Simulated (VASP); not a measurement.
Bi6O:

```xyz
7
Lattice="3.8000 0.0000 0.0000 0.0000 3.8000 0.0000 0.0000 0.0000 12.9000" Properties=species:S:1:pos:R:3 pbc="T T T"
Bi    1.9000    1.9000    2.2575
Bi    1.9000    1.9000   10.6425
Bi    0.0000    0.0000    0.0000
Bi    0.0000    0.0000    8.6000
Bi    0.0000    0.0000    4.3000
Bi    1.9000    1.9000    6.4500
O     1.9000    1.9000    0.0000
```

```yaml
Program: VASP 6.6.1
Task: relaxation of cell and atoms
Functional: PBE
Potentials_or_basis: VASP PAW PBE potentials, release 64 (Bi_d, O)
Cutoff: 600 eV
k_mesh: 4 × 4 × 2
Occupations: gaussian, width 0.2 eV
Spin: no spin polarisation
```

At the start: pressure 4.7 GPa; volume 26.61 Å³/atom.

Task: How do energy, volume and symmetry change on relaxing?

Result: Over 11 steps the energy falls by 90.3 meV/atom and the volume is 27.61 Å³/atom (+3.8 %); space group P4/mmm (No. 123, to 0.05 Å).

The path:
| step | energy change (eV) | largest force (eV/Å) | pressure (GPa) | volume (Å³) |
| --- | --- | --- | --- | --- |
| 1 | 0.0000 | 1.3302 | 4.68 | 186.28 |
| 2 | -0.2787 | 0.2522 | -2.95 | 207.91 |
| 3 | -0.3229 | 0.3508 | -1.20 | 201.52 |
| 4 | -0.4523 | 0.2496 | -0.81 | 198.79 |
| 5 | -0.6008 | 0.2509 | 1.40 | 189.93 |
| 6 | -0.6164 | 0.1896 | 0.59 | 192.34 |
| 7 | -0.6168 | 0.2002 | 0.72 | 191.92 |
| 8 | -0.6257 | 0.1537 | -0.46 | 195.66 |
| 9 | -0.6279 | 0.1674 | -0.12 | 194.50 |
| 10 | -0.6312 | 0.1167 | 0.01 | 194.05 |
| 11 | -0.6323 | 0.0797 | 0.28 | 193.30 |

Final structure:
```xyz
7
Lattice="3.6512 0.0000 0.0000 0.0000 3.6512 0.0000 0.0000 0.0000 14.4994" Properties=species:S:1:pos:R:3 pbc="T T T"
Bi    1.8256    1.8256    2.6486
Bi    1.8256    1.8256   11.8508
Bi    0.0000    0.0000    0.0000
Bi    0.0000    0.0000    9.5720
Bi    0.0000    0.0000    4.9274
Bi    1.8256    1.8256    7.2497
O     1.8256    1.8256    0.0000
```

Caveat: the k points lie up to 0.43 Å⁻¹ apart in the final cell; the relaxation stopped at a loose force limit of 0.08 eV/Å, so its end isn't a converged minimum.
